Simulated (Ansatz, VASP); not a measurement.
**PbSe in VASP and in Ansatz**

Contents of INCAR:

```
PREC = Accurate
ENCUT = 520
EDIFF = 1E-6
ISMEAR = 0
SIGMA = 0.01
LREAL = F
LASPH = T
NELM = 100
ALGO = Normal
ISIF = 2
LWAVE = F
LCHARG = T
GGA = PS
LELF = T
LVHAR = T
NBANDS = 17
```

File KPOINTS:

```
regular mesh
0
Gamma
  12 12 12
```

POSCAR

```
PbSe
1.0
    0.0000000000      3.0514739670      3.0514739670
    3.0514739670      0.0000000000      3.0514739670
    3.0514739670      3.0514739670      0.0000000000
Pb Se
1 1
Direct
    0.0000000000      0.0000000000      0.0000000000
    0.5000000000      0.5000000000      0.5000000000
```

Input for Ansatz:

```yaml
crystal:
  lattice:
    - [0.0, 3.05147396705, 3.05147396705]
    - [3.05147396705, 0.0, 3.05147396705]
    - [3.05147396705, 3.05147396705, 0.0]
  atoms:
    - { symbol: Pb, position: [0.0, 0.0, 0.0] }
    - { symbol: Se, position: [0.5, 0.5, 0.5] }
kpoints:
  mp_grid: { grid: [12, 12, 12] }
scf:
  occupations: { method: fixed }
hamiltonian:
  xc: pbesol
  pseudopotentials: { kind: all_electron, lapw: { basis_error: 0.001 } }
output:
  forces: true
  stress: true
  eigenvalues: true
  eigenstates:
    nscf_kmesh: { grid: [12, 12, 12] }
    de_dk: true
    e_range: [-9, 10.16831241981]
  optics:
    e_range: [0, 30]
    de: 0.2
    sigma: 0.2
    bands: { spectra_wanted_up_to: 30 }
    nscf_kmesh: { grid: [12, 12, 12] }
checkpoint:
  write: ck
  write_wavefunctions: false
```

Alike in both runs: task single point; functional PBEsol; k mesh 12 × 12 × 12; no spin polarisation.

|  | VASP | Ansatz |
| --- | --- | --- |
| version | VASP 6.6.1 | Ansatz 0.2.0 |
| potentials or method | VASP PAW PBE potentials, release 64 (Pb_d, Se), cutoff 520 eV | all-electron LAPW, scalar-relativistic |
| occupations | gaussian, width 0.01 eV | fixed |

|  | VASP | Ansatz | Ansatz less VASP |
| --- | --- | --- | --- |
| gap on the k mesh at the Fermi level (eV) | 0.17 | 0.17 | -0.006 |
| pressure (GPa) | 0.0 | 0.0 | +0.02 |

VASP's potentials were made for PBE, not for PBEsol. Ansatz ran all-electron here, and VASP with PAW potentials.

Neither program's run includes spin-orbit coupling.
